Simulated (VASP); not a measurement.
# CuO (P6_3/mmc) in VASP: notebook

Runs on CuO. Level: PBEsol. Tasks: single point.

Everything below comes from runs of VASP 6.6.1. Logs are shortened: lines on timing, memory, paths and dates and some standing lists are left out, and cuts for length are marked.

### 1 The cell of the first run

Symmetry: P6_3/mmc, No. 194, hexagonal system. Conventional cell: a = 2.900 Å, b = 2.900 Å, c = 5.018 Å, α = 90.00°, β = 90.00°, γ = 120.00°. Cu (site symmetry -3m) has 6 O at 2.09 Å and 8 Cu at 2.51 to 2.90 Å within 3.0 Å. O (site symmetry -6m2) has 6 Cu at 2.09 Å and 12 O at 2.90 to 3.02 Å within 3.1 Å.

### 2 Single point, PBEsol

The input, INCAR:

```
SYSTEM = CuO
PREC     = Accurate       ! precision mode
ENCUT    = 520            ! plane-wave cutoff, eV
EDIFF    = 1E-6           ! SCF threshold, eV
ISMEAR   = -1             ! smearing method
SIGMA    = 0.05           ! smearing width, eV
LREAL    = .FALSE.        ! projectors in reciprocal space
LASPH    = .TRUE.         ! aspherical terms in the spheres
NELM     = 100            ! most SCF steps
ALGO     = Normal         ! electronic algorithm
ISIF     = 2              ! what is computed and relaxed
LWAVE    = .FALSE.        ! write WAVECAR
LCHARG   = .FALSE.        ! write CHGCAR
GGA      = PS             ! functional
NBANDS   = 25             ! bands
```

The input, KPOINTS:

```
regular mesh
0
G
  10 10 6
  0 0 0
```

The input, POSCAR:

```
CuO
1.0
    2.9001541522      0.0000000000      0.0000000000
   -1.4500770761      2.5116071707      0.0000000000
    0.0000000000      0.0000000000      5.0175776182
Cu O
2 2
Direct
    0.0000000000      0.0000000000      0.0000000000
    0.0000000000      0.0000000000      0.5000000000
    0.3333333333      0.6666666667      0.2500000000
    0.6666666667      0.3333333333      0.7500000000
```

Potentials or basis: VASP PAW PBE potentials, release 64 (Cu, O).

The run is started by

```bash
$ cat potpaw_PBE.64/Cu/POTCAR potpaw_PBE.64/O/POTCAR > POTCAR
$ mpirun -np 1 vasp_std > vasp.out
```

OUTCAR:

```text
SYSTEM = CuO
   PREC = Accurate
   ENCUT = 520
   EDIFF = 1E-6
   ISMEAR = -1
   LREAL = .FALSE.
   LASPH = .TRUE.
   NELM = 100
   ISIF = 2
   GGA = PS

 ion  position               nearest neighbor table
   1  0.000  0.000  0.000-   3 2.09   4 2.09   4 2.09   3 2.09   4 2.09   3 2.09   2 2.51   2 2.51

   2  0.000  0.000  0.500-   3 2.09   4 2.09   4 2.09   3 2.09   4 2.09   3 2.09   1 2.51   1 2.51

   3  0.333  0.667  0.250-   1 2.09   2 2.09   1 2.09   2 2.09   1 2.09   2 2.09
   4  0.667  0.333  0.750-   1 2.09   2 2.09   1 2.09   2 2.09   1 2.09   2 2.09

  LATTYP: Found a hexagonal cell.
 ALAT       =     2.9001541522
 C/A-ratio  =     1.7301072132

  Lattice vectors:

 A1 = (   2.9001541522,   0.0000000000,   0.0000000000)
 A2 = (  -1.4500770761,   2.5116071707,   0.0000000000)
 A3 = (   0.0000000000,   0.0000000000,   5.0175776182)

Analysis of symmetry for initial positions (statically):
=====================================================================
 Subroutine PRICEL returns:
 Original cell was already a primitive cell.

 Routine SETGRP: Setting up the symmetry group for a
 hexagonal supercell.

 Subroutine GETGRP returns: Found 24 space group operations
 (whereof 12 operations were pure point group operations)
 out of a pool of 24 trial point group operations.

The static configuration has the point symmetry D_3d.
 The point group associated with its full space group is D_6h.

Analysis of symmetry for dynamics (positions and initial velocities):
=====================================================================
 Subroutine PRICEL returns:
 Original cell was already a primitive cell.

 Routine SETGRP: Setting up the symmetry group for a
 hexagonal supercell.

 Subroutine GETGRP returns: Found 24 space group operations
 (whereof 12 operations were pure point group operations)
 out of a pool of 24 trial point group operations.

The dynamic configuration has the point symmetry D_3d.
 The point group associated with its full space group is D_6h.

 Subroutine INISYM returns: Found 24 space group operations
 (whereof 12 operations are pure point group operations),
 and found     1 'primitive' translations

----------------------------------------------------------------------------------------

                                     Primitive cell

  volume of cell :      36.5483

  direct lattice vectors                    reciprocal lattice vectors
     2.900154152  0.000000000  0.000000000     0.344809258  0.199075718  0.000000000
    -1.450077076  2.511607171  0.000000000     0.000000000  0.398151435  0.000000000
     0.000000000  0.000000000  5.017577618     0.000000000  0.000000000  0.199299358

  length of vectors
     2.900154152  2.900154152  5.017577618     0.398151435  0.398151435  0.199299358

  position of ions in fractional coordinates (direct lattice)
     0.000000000  0.000000000  0.000000000
     0.000000000  0.000000000  0.500000000
     0.333333333  0.666666667  0.250000000
     0.666666667  0.333333333  0.750000000

  ion indices of the primitive-cell ions
   primitive index   ion index
                 1           1
                 2           2
                 3           3
                 4           4

----------------------------------------------------------------------------------------

 KPOINTS: regular mesh

Automatic generation of k-mesh.
 Grid dimensions read from file:
 generate k-points for:   10   10    6

 Generating k-lattice:

  Cartesian coordinates                     Fractional coordinates (reciprocal lattice)
     0.034480926  0.019907572  0.000000000     0.100000000  0.000000000  0.000000000
     0.000000000  0.039815144  0.000000000     0.000000000  0.100000000  0.000000000
     0.000000000  0.000000000  0.033216560     0.000000000  0.000000000  0.166666667

  Length of vectors
     0.039815144  0.039815144  0.033216560

  Shift w.r.t. Gamma in fractional coordinates (k-lattice)
     0.000000000  0.000000000  0.000000000

 Subroutine IBZKPT returns following result:
 ===========================================

 Found     56 irreducible k-points:

 Following reciprocal coordinates:
            Coordinates               Weight
  0.000000  0.000000  0.000000      1.000000
  0.100000  0.000000  0.000000      6.000000
  0.200000  0.000000  0.000000      6.000000
  0.300000  0.000000  0.000000      6.000000
  0.400000 -0.000000  0.000000      6.000000
  0.500000 -0.000000  0.000000      3.000000
[... 16 lines left out ...]
  0.300000  0.100000  0.166667     24.000000
  0.400000  0.100000  0.166667     24.000000
 [... further k-points ...]
   k-points           NKPTS =     56   k-points in BZ     NKDIM =     56   number of bands    NBANDS=     25
   number of dos      NEDOS =    301   number of ions     NIONS =      4
   total plane-waves  NPLWV =  23040
   dimension x,y,z NGX =    24 NGY =   24 NGZ =   40
   dimension x,y,z NGXF=    48 NGYF=   48 NGZF=   80
   ions per type =               2   2
   NGX,Y,Z   is equivalent  to a cutoff of  13.76, 13.76, 13.25 a.u.
   NGXF,Y,Z  is equivalent  to a cutoff of  27.52, 27.52, 26.51 a.u.
 SYSTEM =  CuO
   PREC   = accura    normal or accurate (medium, high low for compatibility)
   ISTART =      0    job   : 0-new  1-cont  2-samecut
   ICHARG =      2    charge: 1-file 2-atom 10-const
   ISPIN  =      1    spin polarized calculation?
   LNONCOLLINEAR =      F non collinear calculations
   LSORBIT =      F    spin-orbit coupling
   LASPH  =      T    aspherical Exc in radial PAW
   ENCUT  =  520.0 eV  38.22 Ry    6.18 a.u.   5.39  5.39  9.33*2*pi/ulx,y,z
   NELM   =    100;   NELMIN=  2; NELMDL= -5     # of ELM steps
   EDIFF  = 0.1E-05   stopping-criterion for ELM
   LREAL  =      F    real-space projection
   EDIFFG = 0.1E-04   stopping-criterion for IOM
   NSW    =      0    number of steps for IOM
   IBRION =     -1    ionic relax: 0-MD 1-quasi-New 2-CG
   NFREE  =      0    steps in history (QN), initial steepest desc. (CG)
   ISIF   =      2    stress and relaxation
   ISYM   =      2    0-nonsym 1-usesym 2-fastsym
   POTIM  = 0.5000    time-step for ionic-motion
   TEBEG  =    0.0;   TEEND  =   0.0 temperature during run
   PSTRESS=    0.0 pullay stress
   NELECT =      34.0000    total number of electrons
   NUPDOWN=      -1.0000    fix difference up-down
   EMIN   =  10.00;   EMAX   =-10.00  energy-range for DOS
   EFERMI =   0.00;   METHOD = LEGACY
   ISMEAR =    -1;   SIGMA  =   0.05  broadening in eV -4-tet -1-fermi 0-gaus
   EFERMI_NEDOS =   21; number of points for ismear=-14 and -15
   IALGO  =     38    algorithm
   IMIX   =      4    mixing-type and parameters
     AMIX     =   0.40;   BMIX     =  1.00
     AMIX_MAG =   1.60;   BMIX_MAG =  1.00
  volume/ion in A,a.u.               =       9.14        61.66
  Fermi-wavevector in a.u.,A,eV,Ry     =   1.598130  3.020028 34.749556  2.554020
  Thomas-Fermi vector in A             =   2.695628
   LORBIT       =      0    0 simple, 1 ext, 2 COOP (PROOUT), +10 PAW based schemes
   GGA     = PS    functional components
   LHFCALC =     F    Hartree Fock is set to
   AEXX    =    0.0000 exact exchange contribution
   IVDW    =     0    specifies the selected vdW correction
   LEPSILON=     F    determine dielectric tensor
   LRPA    =     F    only Hartree local field effects (RPA)
 non-spin polarized calculation
  energy-cutoff  :      520.00
  volume of cell :       36.55
 maximum number of plane-waves:      1014
 NGX is ok and might be reduce to    24
   NGX = 11   NGY = 11   NGZ = 19

 number of electron      34.0000003 magnetization

 Free energy of the ion-electron system (eV)
  ---------------------------------------------------
  ext. energy  EPLUGINS =         0.00000000
  ---------------------------------------------------
  free energy    TOTEN  =       -20.70775660 eV

  energy without entropy =      -20.67794036  energy(sigma->0) =      -20.69284848

 E-fermi :   6.6226     XC(G=0): -12.8790

 val. band max:        6.6175168848   @ k =   0.4000   0.2000   0.0000
 cond. band min:       6.6267464956   @ k =   0.5000  -0.0000   0.3333
 fundamental gap:      0.0092296108
 Fermi energy:         6.6225502524

 k-point     1 :       0.0000    0.0000    0.0000
  band No.  band energies     occupation
      1     -13.2899      2.00000
      2     -12.0090      2.00000
      3      -1.4796      2.00000
      4       1.4952      2.00000
      5       1.4952      2.00000
      6       2.9312      2.00000
[... 17 lines left out ...]
     24      24.0505      0.00000
     25      25.2392      0.00000

 k-point     2 :       0.1000    0.0000    0.0000
  band No.  band energies     occupation
      1     -13.1815      2.00000
      2     -11.9713      2.00000
      3      -1.3005      2.00000
      4       1.4130      2.00000
      5       1.5121      2.00000
      6       2.7315      2.00000
[... 17 lines left out ...]
     24      23.5819      0.00000
     25      23.9875      0.00000

 k-point     3 :       0.2000    0.0000    0.0000
  band No.  band energies     occupation
      1     -12.8803      2.00000
      2     -11.8735      2.00000
      3      -0.7956      2.00000
      4       1.1789      2.00000
      5       1.5258      2.00000
      6       1.5306      2.00000
[... 17 lines left out ...]
     24      21.4678      0.00000
     25      22.4236      0.00000

 k-point     4 :       0.3000    0.0000    0.0000
  band No.  band energies     occupation
      1     -12.4618      2.00000
      2     -11.7591      2.00000
      3      -0.0804      2.00000
      4       0.1440      2.00000
      5       0.9408      2.00000
      6       1.4815      2.00000
[... 17 lines left out ...]
     24      19.9850      0.00000
     25      21.8812      0.00000

 k-point     5 :       0.4000   -0.0000    0.0000
  band No.  band energies     occupation
      1     -12.0516      2.00000
      2     -11.6982      2.00000
      3      -0.8325      2.00000
      4       0.5724      2.00000
      5       0.7252      2.00000
      6       1.3801      2.00000
[... 17 lines left out ...]
     24      19.0875      0.00000
     25      20.8787      0.00000

 k-point     6 :       0.5000   -0.0000    0.0000
  band No.  band energies     occupation
      1     -11.8052      2.00000
      2     -11.7530      2.00000
      3      -1.1932      2.00000
      4       0.6466      2.00000
      5       0.7923      2.00000
      6       1.3303      2.00000
[... 17 lines left out ...]
     24      18.7252      0.00000
     25      20.5312      0.00000
[... 393 lines left out ...]
 k-point    21 :       0.1000    0.1000    0.1667
  band No.  band energies     occupation
      1     -12.9130      2.00000
      2     -11.9859      2.00000
      3      -0.7931      2.00000
      4       1.3792      2.00000
      5       1.4894      2.00000
      6       1.7781      2.00000
[... 17 lines left out ...]
     24      21.5970      0.00000
     25      22.3176      0.00000

 k-point    22 :       0.2000    0.1000    0.1667
  band No.  band energies     occupation
      1     -12.5651      2.00000
      2     -11.8555      2.00000
      3      -0.3179      2.00000
      4       0.6033      2.00000
      5       1.1746      2.00000
      6       1.5975      2.00000
[... 17 lines left out ...]
     24      20.2585      0.00000
     25      21.3763      0.00000

 k-point    23 :       0.3000    0.1000    0.1667
  band No.  band energies     occupation
      1     -12.1675      2.00000
      2     -11.7358      2.00000
      3      -0.3745      2.00000
      4       0.1222      2.00000
      5       1.0213      2.00000
      6       1.5418      2.00000
[... 17 lines left out ...]
     24      19.1644      0.00000
     25      20.4647      0.00000

 k-point    24 :       0.4000    0.1000    0.1667
  band No.  band energies     occupation
      1     -11.8541      2.00000
      2     -11.7057      2.00000
      3      -0.9556      2.00000
      4       0.2222      2.00000
      5       1.0574      2.00000
      6       1.4510      2.00000
[... 17 lines left out ...]
     24      18.6083      0.00000
     25      19.9898      0.00000

 [... further k-points ...]

------------------------ aborting loop because EDIFF is reached ----------------------------------------

  FORCE on cell =-STRESS in cart. coord.  units (eV):
  Direction    XX          YY          ZZ          XY          YZ          ZX
  --------------------------------------------------------------------------------------
  -------------------------------------------------------------------------------------
  Total        0.5455463      0.5455463      0.5715021      0.0000000      0.0000000      0.0000000
  in kB       23.9152722     23.9152722     25.0531015      0.0000000      0.0000000      0.0000000
  external PRESSURE =      24.2945487 kB  Pullay stress =       0.0000000 kB

 VOLUME and BASIS-vectors are now :
 -----------------------------------------------------------------------------
  energy-cutoff  :      520.00
  volume of cell :       36.55
      direct lattice vectors                 reciprocal lattice vectors
     2.900154152  0.000000000  0.000000000     0.344809258  0.199075718  0.000000000
    -1.450077076  2.511607171  0.000000000     0.000000000  0.398151435  0.000000000
     0.000000000  0.000000000  5.017577618     0.000000000  0.000000000  0.199299358

 POSITION                                       TOTAL-FORCE (eV/Angst)
 -----------------------------------------------------------------------------------
      0.00000      0.00000      0.00000         0.000000     -0.000000     -0.000000
      0.00000      0.00000      2.50879         0.000000     -0.000000     -0.000000
     -0.00000      1.67440      1.25439        -0.000000      0.000000      0.000000
      1.45008      0.83720      3.76318         0.000000     -0.000000     -0.000000
 -----------------------------------------------------------------------------------
    total drift:                               -0.000000      0.000000      0.000000

  FREE ENERGIE OF THE ION-ELECTRON SYSTEM (eV)
  ---------------------------------------------------
  free  energy   TOTEN  =       -20.7077566011 eV

  energy  without entropy=      -20.6779403641  energy(sigma->0) =      -20.69284848
```

Wall time 23 s (1 thread of Intel Xeon 6975P-C (Granite Rapids), shared host); peak memory 0.18 GiB.

Results:

| Item | Value |
| --- | --- |
| Free energy | -20.7078 eV |
| Pressure | 2.4 GPa |
| Band gap on the k mesh | zero (bands 17 and 18 overlap by 1.06 eV) |

Levels at points of the mesh, in eV from the Fermi level:
```
           k point  band 15  band 16  band 17  band 18  band 19  band 20
(0.00, 0.00, 0.00)    -1.92    -1.11     0.54     0.54     1.41     5.95
(0.50, 0.00, 0.00)    -1.50    -1.40     0.37     0.57     6.33     7.96
(0.00, 0.00, 0.50)    -0.34    -0.34    -0.34    -0.34     4.21     4.21
(0.50, 0.00, 0.50)    -0.58    -0.58    -0.44    -0.44     5.95     5.95
```

Caveat: the PAW data sets were made with another functional, which shifts forces and pressure a little; semilocal functionals often make such compounds metallic where correlation or magnetic order opens a gap, which also shifts bond lengths. With open d or f shells a metallic result of PBEsol can be an artefact of self-interaction; +U or a hybrid may open a gap.

(Continued in part 2 of 2.)
